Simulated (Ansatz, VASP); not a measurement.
## MgB2: VASP beside Ansatz

INCAR

```
SYSTEM = MgB2
ALGO = Normal
EDIFF = 1E-6
ENCUT = 520
ISIF = 2
ISMEAR = -1
LASPH = .True.
LCHARG = .True.
LELF = .True.
LREAL = .False.
LVHAR = .True.
LWAVE = .False.
NBANDS = 11
NELM = 100
PREC = Accurate
SIGMA = 0.05
```

The input KPOINTS:

```
k-points
0
Gamma
  12 12 9
  0 0 0
```

The input POSCAR:

```
MgB2
1.0
    3.0850007055      0.0308500071      0.0308500071
   -1.5157834630      2.6562639782      0.0112918863
    0.0352300000      0.0352300000      3.5230000000
Mg B
1 2
Direct
    0.0000000000      0.0000000000      0.0000000000
    0.3333333333      0.6666666667      0.5000000000
    0.6666666667      0.3333333333      0.5000000000
```

Input for Ansatz:

```yaml
crystal:
  lattice:
    - [3.0850007055, 0.0308500071, 0.0308500071]
    - [-1.515783463, 2.6562639782, 0.0112918863]
    - [0.03523, 0.03523, 3.523]
  atoms:
    - { symbol: Mg, position: [0.0, 0.0, 0.0] }
    - { symbol: B, position: [0.3333333333, 0.6666666667, 0.5] }
    - { symbol: B, position: [0.6666666667, 0.3333333333, 0.5] }
kpoints:
  mp_grid: { grid: [12, 12, 9] }
  band_path:
    path:
      - [0.0, 0.0, 0.0]
      - [0.0, -0.5, 0.0]
      - [0.0, 0.0, 0.5]
      - [0.0, 0.0, 0.0]
      - [-0.5, 0.0, 0.0]
      - [-0.5, 0.5, -0.5]
      - [0.0, 0.0, 0.0]
      - [-0.5, 0.0, -0.5]
      - [-0.5, 0.5, 0.0]
    npoints: 5
scf:
  occupations: { method: fermi_dirac, width: 0.05 }
hamiltonian:
  xc: lda
  pseudopotentials: { kind: all_electron, lapw: { basis_error: 0.0005 } }
output:
  forces: true
  stress: true
  eigenvalues: true
```

Change from the starting cell: equal xy, yz and zx shear strains of +2 %.

Alike in both runs: task single point; functional LDA; k mesh 12 × 12 × 9; occupations fermi-dirac, width 0.05 eV; no spin polarisation.

|  | VASP | Ansatz |
| --- | --- | --- |
| version | VASP 6.6.1 | Ansatz 0.2.0 |
| potentials or method | VASP PAW LDA potentials, release 64 (Mg, B), cutoff 520 eV | all-electron LAPW, scalar-relativistic |

|  | VASP | Ansatz | Ansatz less VASP |
| --- | --- | --- | --- |
| pressure (GPa) | -8.0 | -7.5 | +0.58 |
| traceless stress, the component that is largest in VASP (GPa) | -3.84 | -3.84 | +0.003 |
| rms of the force components (eV/Å) | 0.017 | 0.017 | -0.0001 |

LDA's correlation is that of Perdew and Zunger in VASP and of Perdew and Wang (1992) in Ansatz. Atom by atom the forces differ by 0.000 eV/Å (rms over components). Ansatz ran all-electron here, and VASP with PAW potentials.
